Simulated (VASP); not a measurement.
# Pd (P6_3/mmc) in VASP: further runs

Pd is run at these levels: r2SCAN, RPBE+D3(BJ), PBEsol+D4, RPBE+D4; tasks: single point.

Everything below comes from runs of VASP 6.6.1. Logs are shortened: lines on timing, memory, paths and dates and some standing lists are left out, and cuts for length are marked.

### Step 1. The cell of the first run

The structure is hexagonal, space group P6_3/mmc (No. 194). Conventional cell: a = 2.727 Å, b = 2.727 Å, c = 4.534 Å, α = 90.00°, β = 90.00°, γ = 120.00°. Within 3.6 Å of Pd (site symmetry -6m2) lie 12 Pd at 2.73 to 2.76 Å.

### Step 2. Single point, r2SCAN

Contents of POSCAR:

```
Pd
1.0
    2.7268396102      0.0000000000      0.0000000000
   -1.3634198051      2.3615123745      0.0000000000
    0.0000000000      0.0000000000      4.5343992815
Pd
2
Direct
    0.3333333333      0.6666666667      0.2500000000
    0.6666666667      0.3333333333      0.7500000000
```

Contents of INCAR.step1:

```
PREC = Accurate
ENCUT = 590
ISMEAR = -1
SIGMA = 0.05
LREAL = False
LASPH = True
NELM = 120
NBANDS = 25
GGA = PE
ALGO = Normal
EDIFF = 1E-5
LWAVE = True
LCHARG = False
GGA_COMPAT = False
```

Contents of INCAR.step2:

```
PREC = Accurate
ENCUT = 590
EDIFF = 1E-6
ISMEAR = -1
SIGMA = 0.05
LREAL = False
LASPH = True
NELM = 120
ALGO = Normal
ISIF = 2
LWAVE = False
LCHARG = True
METAGGA = R2SCAN
LMIXTAU = True
LELF = True
LVHAR = True
NBANDS = 25
ISTART = 1
GGA_COMPAT = False
```

Contents of KPOINTS:

```
Automatic mesh
0
Gamma
  11 11 6
```

Potentials or basis: VASP PAW PBE potentials, release 64 (Pd_sv_GW).

Command:

```console
> cat potpaw_PBE.64/Pd_sv_GW/POTCAR > POTCAR
> cp INCAR.step1 INCAR
> mpirun -np 1 vasp_std > vasp.out
> cp INCAR.step2 INCAR
> mpirun -np 1 vasp_std > vasp.out
```

OUTCAR:

```text
PREC = Accurate
   ENCUT = 590
   EDIFF = 1E-6
   ISMEAR = -1
   LREAL = False
   LASPH = True
   NELM = 120
   ISIF = 2
   METAGGA = R2SCAN
   ISTART = 1

 ion  position               nearest neighbor table
   1  0.333  0.667  0.250-
   2  0.667  0.333  0.750-

  LATTYP: Found a hexagonal cell.
 ALAT       =     2.7268396102
 C/A-ratio  =     1.6628771507

  Lattice vectors:

 A1 = (   2.7268396102,   0.0000000000,   0.0000000000)
 A2 = (  -1.3634198051,   2.3615123745,   0.0000000000)
 A3 = (   0.0000000000,   0.0000000000,   4.5343992815)

Analysis of symmetry for initial positions (statically):
=====================================================================
 Subroutine PRICEL returns:
 Original cell was already a primitive cell.

 Routine SETGRP: Setting up the symmetry group for a
 hexagonal supercell.

 Subroutine GETGRP returns: Found 24 space group operations
 (whereof 12 operations were pure point group operations)
 out of a pool of 24 trial point group operations.

The static configuration has the point symmetry D_3d.
 The point group associated with its full space group is D_6h.

Analysis of symmetry for dynamics (positions and initial velocities):
=====================================================================
 Subroutine PRICEL returns:
 Original cell was already a primitive cell.

 Routine SETGRP: Setting up the symmetry group for a
 hexagonal supercell.

 Subroutine GETGRP returns: Found 24 space group operations
 (whereof 12 operations were pure point group operations)
 out of a pool of 24 trial point group operations.

The dynamic configuration has the point symmetry D_3d.
 The point group associated with its full space group is D_6h.

 Subroutine INISYM returns: Found 24 space group operations
 (whereof 12 operations are pure point group operations),
 and found     1 'primitive' translations

----------------------------------------------------------------------------------------

                                     Primitive cell

  volume of cell :      29.1991

  direct lattice vectors                    reciprocal lattice vectors
     2.726839610  0.000000000  0.000000000     0.366724906  0.211728723  0.000000000
    -1.363419805  2.361512375  0.000000000     0.000000000  0.423457447  0.000000000
     0.000000000  0.000000000  4.534399281     0.000000000  0.000000000  0.220536379

  length of vectors
     2.726839610  2.726839610  4.534399281     0.423457447  0.423457447  0.220536379

  position of ions in fractional coordinates (direct lattice)
     0.333333333  0.666666667  0.250000000
     0.666666667  0.333333333  0.750000000

  ion indices of the primitive-cell ions
   primitive index   ion index
                 1           1
                 2           2

----------------------------------------------------------------------------------------

 KPOINTS: Automatic mesh

Automatic generation of k-mesh.
 Grid dimensions read from file:
 generate k-points for:   11   11    6

 Generating k-lattice:

  Cartesian coordinates                     Fractional coordinates (reciprocal lattice)
     0.033338628  0.019248066  0.000000000     0.090909091  0.000000000  0.000000000
     0.000000000  0.038496132  0.000000000     0.000000000  0.090909091  0.000000000
     0.000000000  0.000000000  0.036756063     0.000000000  0.000000000  0.166666667

  Length of vectors
     0.038496132  0.038496132  0.036756063

  Shift w.r.t. Gamma in fractional coordinates (k-lattice)
     0.000000000  0.000000000  0.000000000

 Subroutine IBZKPT returns following result:
 ===========================================

 Found     64 irreducible k-points:

 Following reciprocal coordinates:
            Coordinates               Weight
  0.000000  0.000000  0.000000      1.000000
  0.090909  0.000000  0.000000      6.000000
  0.181818  0.000000  0.000000      6.000000
  0.272727  0.000000  0.000000      6.000000
  0.363636  0.000000  0.000000      6.000000
  0.454545  0.000000  0.000000      6.000000
[... 16 lines left out ...]
  0.090909  0.090909  0.166667     12.000000
  0.181818  0.090909  0.166667     24.000000
 [... further k-points ...]
   k-points           NKPTS =     64   k-points in BZ     NKDIM =     64   number of bands    NBANDS=     25
   number of dos      NEDOS =    301   number of ions     NIONS =      2
   total plane-waves  NPLWV =  20736
   dimension x,y,z NGX =    24 NGY =   24 NGZ =   36
   dimension x,y,z NGXF=    48 NGYF=   48 NGZF=   72
   ions per type =               2
   NGX,Y,Z   is equivalent  to a cutoff of  14.63, 14.63, 13.20 a.u.
   NGXF,Y,Z  is equivalent  to a cutoff of  29.26, 29.26, 26.40 a.u.
 SYSTEM =  unknown system
   PREC   = accura    normal or accurate (medium, high low for compatibility)
   ISTART =      1    job   : 0-new  1-cont  2-samecut
   ICHARG =      0    charge: 1-file 2-atom 10-const
   ISPIN  =      1    spin polarized calculation?
   LNONCOLLINEAR =      F non collinear calculations
   LSORBIT =      F    spin-orbit coupling
   LASPH  =      T    aspherical Exc in radial PAW
   ENCUT  =  590.0 eV  43.36 Ry    6.59 a.u.   5.40  5.40  8.98*2*pi/ulx,y,z
   NELM   =    120;   NELMIN=  2; NELMDL=  0     # of ELM steps
   EDIFF  = 0.1E-05   stopping-criterion for ELM
   LREAL  =      F    real-space projection
   EDIFFG = 0.1E-04   stopping-criterion for IOM
   NSW    =      0    number of steps for IOM
   IBRION =     -1    ionic relax: 0-MD 1-quasi-New 2-CG
   NFREE  =      0    steps in history (QN), initial steepest desc. (CG)
   ISIF   =      2    stress and relaxation
   ISYM   =      2    0-nonsym 1-usesym 2-fastsym
   POTIM  = 0.5000    time-step for ionic-motion
   TEBEG  =    0.0;   TEEND  =   0.0 temperature during run
   PSTRESS=    0.0 pullay stress
   NELECT =      36.0000    total number of electrons
   NUPDOWN=      -1.0000    fix difference up-down
   EMIN   =  10.00;   EMAX   =-10.00  energy-range for DOS
   EFERMI =   0.00;   METHOD = LEGACY
   ISMEAR =    -1;   SIGMA  =   0.05  broadening in eV -4-tet -1-fermi 0-gaus
   EFERMI_NEDOS =   21; number of points for ismear=-14 and -15
   IALGO  =     38    algorithm
   IMIX   =      4    mixing-type and parameters
     AMIX     =   0.40;   BMIX     =  1.00
     AMIX_MAG =   1.60;   BMIX_MAG =  1.00
  volume/ion in A,a.u.               =      14.60        98.52
  Fermi-wavevector in a.u.,A,eV,Ry     =   1.755439  3.317299 41.927264  3.081567
  Thomas-Fermi vector in A             =   2.825184
   LORBIT       =      0    0 simple, 1 ext, 2 COOP (PROOUT), +10 PAW based schemes
   METAGGA = R2SCAN    functional components
   LHFCALC =     F    Hartree Fock is set to
   AEXX    =    0.0000 exact exchange contribution
   IVDW    =     0    specifies the selected vdW correction
   LEPSILON=     F    determine dielectric tensor
   LRPA    =     F    only Hartree local field effects (RPA)
 non-spin polarized calculation
  energy-cutoff  :      590.00
  volume of cell :       29.20
 maximum number of plane-waves:       978
 NGX is ok and might be reduce to    24

 number of electron      35.9999977 magnetization

 Free energy of the ion-electron system (eV)
  ---------------------------------------------------
  ext. energy  EPLUGINS =         0.00000000
  ---------------------------------------------------
  free energy    TOTEN  =       -42.86850295 eV

  energy without entropy =      -42.82615216  energy(sigma->0) =      -42.84732755

 E-fermi :   8.4404     XC(G=0): -14.5005

 val. band max:        8.4354536863   @ k =   0.2727   0.0909   0.0000
 cond. band min:       8.4477898970   @ k =   0.4545   0.0000   0.3333
 fundamental gap:      0.0123362108
 Fermi energy:         8.4403505054

 k-point     1 :       0.0000    0.0000    0.0000
  band No.  band energies     occupation
      1     -78.0345      2.00000
      2     -77.9780      2.00000
      3     -43.0871      2.00000
      4     -42.7667      2.00000
      5     -42.7667      2.00000
      6     -42.7087      2.00000
[... 17 lines left out ...]
     24      28.7143      0.00000
     25      31.8586      0.00000

 k-point     2 :       0.0909    0.0000    0.0000
  band No.  band energies     occupation
      1     -78.0299      2.00000
      2     -77.9755      2.00000
      3     -43.0757      2.00000
      4     -42.7954      2.00000
      5     -42.7756      2.00000
      6     -42.7386      2.00000
[... 17 lines left out ...]
     24      28.5119      0.00000
     25      30.2801      0.00000

 k-point     3 :       0.1818    0.0000    0.0000
  band No.  band energies     occupation
      1     -78.0176      2.00000
      2     -77.9690      2.00000
      3     -43.0435      2.00000
      4     -42.8734      2.00000
      5     -42.8178      2.00000
      6     -42.7992      2.00000
[... 17 lines left out ...]
     24      28.2787      0.00000
     25      28.6303      0.00000

 k-point     4 :       0.2727    0.0000    0.0000
  band No.  band energies     occupation
      1     -78.0007      2.00000
      2     -77.9611      2.00000
      3     -42.9962      2.00000
      4     -42.9757      2.00000
      5     -42.9192      2.00000
      6     -42.8291      2.00000
[... 17 lines left out ...]
     24      26.6143      0.00000
     25      28.3355      0.00000
[... 477 lines left out ...]
 k-point    22 :       0.4545    0.0000    0.1667
  band No.  band energies     occupation
      1     -77.9713      2.00000
      2     -77.9540      2.00000
      3     -43.1340      2.00000
      4     -43.0783      2.00000
      5     -42.8800      2.00000
      6     -42.8658      2.00000
[... 17 lines left out ...]
     24      23.2671      0.00000
     25      24.4014      0.00000

 k-point    23 :       0.0909    0.0909    0.1667
  band No.  band energies     occupation
      1     -78.0181      2.00000
      2     -77.9744      2.00000
      3     -43.0325      2.00000
      4     -42.8365      2.00000
      5     -42.8138      2.00000
      6     -42.7789      2.00000
[... 17 lines left out ...]
     24      28.2708      0.00000
     25      28.4970      0.00000

 k-point    24 :       0.1818    0.0909    0.1667
  band No.  band energies     occupation
      1     -78.0039      2.00000
      2     -77.9667      2.00000
      3     -43.0098      2.00000
      4     -42.9105      2.00000
      5     -42.8949      2.00000
      6     -42.8126      2.00000
[... 17 lines left out ...]
     24      26.9450      0.00000
     25      28.2079      0.00000

 [... further k-points ...]
[... 5 lines left out ...]
  --------------------------------------------------------------------------------------
  -------------------------------------------------------------------------------------
  Total        0.6750525      0.6750525      0.8376273      0.0000000     -0.0000000      0.0000000
  in kB       37.0406485     37.0406485     45.9612470      0.0000000     -0.0000000      0.0000000
  external PRESSURE =      40.0141813 kB  Pullay stress =       0.0000000 kB

 VOLUME and BASIS-vectors are now :
 -----------------------------------------------------------------------------
  energy-cutoff  :      590.00
  volume of cell :       29.20
      direct lattice vectors                 reciprocal lattice vectors
     2.726839610  0.000000000  0.000000000     0.366724906  0.211728723  0.000000000
    -1.363419805  2.361512375  0.000000000     0.000000000  0.423457447  0.000000000
     0.000000000  0.000000000  4.534399281     0.000000000  0.000000000  0.220536379

 POSITION                                       TOTAL-FORCE (eV/Angst)
 -----------------------------------------------------------------------------------
     -0.00000      1.57434      1.13360        -0.000000      0.000000      0.000000
      1.36342      0.78717      3.40080         0.000000      0.000000      0.000000
 -----------------------------------------------------------------------------------
    total drift:                               -0.000000      0.000000     -0.000000

  FREE ENERGIE OF THE ION-ELECTRON SYSTEM (eV)
  ---------------------------------------------------
  free  energy   TOTEN  =       -42.8685029491 eV

  energy  without entropy=      -42.8261521608  energy(sigma->0) =      -42.84732755
```

Wall time 86 s (1 thread of Intel Xeon 6975P-C (Granite Rapids), shared host); peak memory 0.21 GiB.

What came out:

* Free energy: -42.8685 eV
* Pressure: 4.0 GPa
* Band gap on the k mesh: zero (band 18 reaches 8.59 eV, above the bottom of band 19 at 7.66 eV)

Levels at points of the mesh, in eV from the Fermi level:
```
           k point  band 15  band 16  band 17  band 18  band 19  band 20  band 21  band 22
(0.00, 0.00, 0.00)    -2.51    -1.81    -1.81    -0.29    -0.29     1.15     7.51    17.81
(0.00, 0.00, 0.50)    -2.94    -2.94    -0.78    -0.78    -0.78    -0.78    14.88    14.88
```

Caveat: the PAW data sets were made with another functional, which shifts forces and pressure a little.

### Step 3. Single point, r2SCAN

POSCAR is that of step 2.

Contents of INCAR.step1:

```
SYSTEM = Pd
ALGO = Normal ; EDIFF = 1E-5
ENCUT = 550 ; GGA = PE
GGA_COMPAT = .False. ; ISMEAR = -1
LASPH = .True. ; LCHARG = .False.
LREAL = .False. ; LWAVE = .True.
NBANDS = 17 ; NELM = 120
PREC = Accurate ; SIGMA = 0.05
```

Contents of INCAR.step2:

```
SYSTEM = Pd
ALGO = Normal ; EDIFF = 1E-6
ENCUT = 550 ; GGA_COMPAT = .False.
ISIF = 2 ; ISMEAR = -1
ISTART = 1 ; LASPH = .True.
LCHARG = .False. ; LMIXTAU = .True.
LREAL = .False. ; LWAVE = .False.
METAGGA = R2SCAN ; NBANDS = 17
NELM = 120 ; PREC = Accurate
SIGMA = 0.05
```

Contents of KPOINTS:

```
k-points
0
Gamma
  11 11 6
  0 0 0
```

Potentials or basis: VASP PAW PBE potentials, release 64 (Pd).

Command:

```console
> cat potpaw_PBE.64/Pd/POTCAR > POTCAR
> cp INCAR.step1 INCAR
> mpirun -np 1 vasp_std > vasp.out
> cp INCAR.step2 INCAR
> mpirun -np 1 vasp_std > vasp.out
```

Wall time 1.7 min (1 thread of Intel Xeon 8259CL, shared host); peak memory 0.18 GiB.

It converged, with:

* Free energy: -45.8092 eV
* Pressure: 6.1 GPa
* Band gap on the k mesh: zero (band 10 reaches 9.95 eV, above the bottom of band 11 at 9.03 eV)

Stress tensor (GPa, compression positive):
```
5.77 0.00 0.00
0.00 5.77 0.00
0.00 0.00 6.64
```

Levels at points of the mesh, in eV from the Fermi level:
| k point | band 8 | band 9 | band 10 | band 11 | band 12 | band 13 |
| --- | --- | --- | --- | --- | --- | --- |
| (0.00, 0.00, 0.00) | -1.81 | -1.81 | -0.29 | -0.29 | 1.09 | 7.49 |
| (0.00, 0.00, 0.50) | -2.95 | -0.78 | -0.78 | -0.78 | -0.78 | 14.90 |

Caveat: the PAW data sets were made with another functional, which shifts forces and pressure a little.

### Step 4. Single point, RPBE+D3(BJ)

This run uses another cell than the first one, of 12.99 Å³/atom, 0.890 times its volume.

Contents of INCAR:

```
PREC     = Accurate       # precision mode
ENCUT    = 520            # plane-wave cutoff, eV
EDIFF    = 1E-7           # SCF threshold, eV
ISMEAR   = -1             # smearing method
SIGMA    = 0.05           # smearing width, eV
LREAL    = False          # projectors in reciprocal space
LASPH    = True           # aspherical terms in the spheres
NELM     = 60             # most SCF steps
ALGO     = Normal         # electronic algorithm
ISIF     = 2              # what is computed and relaxed
LWAVE    = False          # write WAVECAR
LCHARG   = True           # write CHGCAR
GGA      = RP             # functional
IVDW     = 12             # dispersion correction
LELF     = True           # ELF
LVHAR    = True         
NBANDS   = 17             # bands
```

Contents of KPOINTS:

```
Automatic mesh
0
Gamma
  11 11 6
```

Contents of POSCAR:

```
Pd
1.0
    2.6263818684      0.0000000000      0.0000000000
   -1.3131909342      2.2745134181      0.0000000000
    0.0000000000      0.0000000000      4.3494740276
Pd
2
Direct
    0.3333333333      0.6666666667      0.2500000000
    0.6666666667      0.3333333333      0.7500000000
```

Command:

```console
> cat potpaw_PBE.64/Pd/POTCAR > POTCAR
> mpirun -np 1 vasp_std > vasp.out
```

It took 27 s on 1 thread of AMD EPYC 7R43 (Zen 3), shared host; peak memory 0.12 GiB.

It converged, with:

- Free energy: -16.4478 eV
- Pressure: -0.5 GPa
- Band gap on the k mesh: zero (band 10 reaches 12.40 eV, above the bottom of band 11 at 11.33 eV)
- Dispersion energy per atom: -3.979 eV

Stress tensor (GPa, compression positive):
```
-0.45  0.00  0.00
 0.00 -0.45  0.00
 0.00  0.00 -0.53
```

Levels at points of the mesh, in eV from the Fermi level:
```
           k point  band 8  band 9  band 10  band 11  band 12  band 13
(0.00, 0.00, 0.00)   -2.12   -2.12    -0.32    -0.32     0.62     8.20
(0.00, 0.00, 0.50)   -3.44   -0.88    -0.88    -0.88    -0.88    15.19
```

Caveat: the PAW data sets were made with another functional, which shifts forces and pressure a little; pairwise dispersion overbinds metals, which lowers pressure and volume.

### Step 5. Single point, PBEsol+D4

This run uses another cell than the first one, of 14.41 Å³/atom, 0.987 times its volume.

Contents of INCAR:

```
PREC = Accurate ; ENCUT = 520
EDIFF = 1E-7 ; ISMEAR = -1
SIGMA = 0.05 ; LREAL = False
LASPH = True ; NELM = 60
ALGO = Fast ; ISIF = 2
LWAVE = False ; LCHARG = False
GGA = PS ; IVDW = 13
NBANDS = 17
```

KPOINTS is that of step 4.

Contents of POSCAR:

```
Pd
1.0
    2.7130453107      0.0000000000      0.0000000000
   -1.3565226554      2.3495661607      0.0000000000
    0.0000000000      0.0000000000      4.5215332136
Pd
2
Direct
    0.3333333333      0.6666666667      0.2500000000
    0.6666666667      0.3333333333      0.7500000000
```

Command:

```console
> cat potpaw_PBE.64/Pd/POTCAR > POTCAR
> mpirun -np 1 vasp_std > vasp.out
```

Run time: 43 s. Hardware: 1 thread of AMD EPYC 7R43 (Zen 3), shared host; peak memory 0.12 GiB.

Results (log left out):

| Quantity | Value |
| --- | --- |
| Free energy | -12.4388 eV |
| Pressure | -0.3 GPa |
| Band gap on the k mesh | zero (band 10 reaches 10.19 eV, above the bottom of band 11 at 9.29 eV) |
| Dispersion energy per atom | -0.293 eV |

Levels at points of the mesh, in eV from the Fermi level:
| k point | band 7 | band 8 | band 9 | band 10 | band 11 | band 12 | band 13 | band 14 |
| --- | --- | --- | --- | --- | --- | --- | --- | --- |
| (0.00, 0.00, 0.00) | -2.51 | -1.76 | -1.76 | -0.26 | -0.26 | 0.68 | 7.12 | 17.11 |
| (0.00, 0.00, 0.50) | -2.92 | -2.92 | -0.74 | -0.74 | -0.74 | -0.74 | 14.20 | 14.20 |

Caveat: the PAW data sets were made with another functional, which shifts forces and pressure a little; pairwise dispersion overbinds metals, which lowers pressure and volume.

(Part 1 of 2 ends here.)
